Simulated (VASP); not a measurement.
Sc3Cu:

```
CELL_PARAMETERS angstrom
0.00000 3.39684 3.39684
3.39684 0.00000 3.39684
3.39684 3.39684 0.00000
ATOMIC_POSITIONS crystal
Sc 0.25000 0.25000 0.25000
Sc 0.75000 0.75000 0.75000
Sc 0.50000 0.50000 0.50000
Cu 0.00000 0.00000 0.00000
```

The cell was built from a structure type or drawn by symmetry, and may not be a known phase.

```yaml
Program: VASP 6.6.1
Task: relaxation of cell and atoms
Functional: PBE
Potentials_or_basis: VASP PAW PBE potentials, release 64 (Sc_sv, Cu)
Cutoff: 600 eV
k_mesh: 4 × 4 × 4
Occupations: gaussian, width 0.1 eV
Spin: no spin polarisation
```

At the start: pressure 3.7 GPa; volume 19.60 Å³/atom.

How do energy, volume and symmetry change on relaxing?

Over 3 steps the energy falls by 11.5 meV/atom and the volume is 20.67 Å³/atom (+5.5 %); space group Fm-3m (No. 225, to 0.1 Å) before and after.

Step by step:
| step | energy change (eV) | largest force (eV/Å) | pressure (GPa) | volume (Å³) |
| --- | --- | --- | --- | --- |
| 1 | 0.0000 | 0.0000 | 3.66 | 78.39 |
| 2 | -0.0443 | 0.0000 | -0.63 | 83.58 |
| 3 | -0.0462 | 0.0000 | 0.01 | 82.66 |

Final structure:
```
CELL_PARAMETERS angstrom
0.00000 3.45747 3.45747
3.45747 0.00000 3.45747
3.45747 3.45747 0.00000
ATOMIC_POSITIONS crystal
Sc 0.25000 0.25000 0.25000
Sc 0.75000 0.75000 0.75000
Sc 0.50000 0.50000 0.50000
Cu 0.00000 0.00000 0.00000
```

Caveat: the k points lie up to 0.39 Å⁻¹ apart in the final cell, too coarse for converged energies and pressures of a metal.
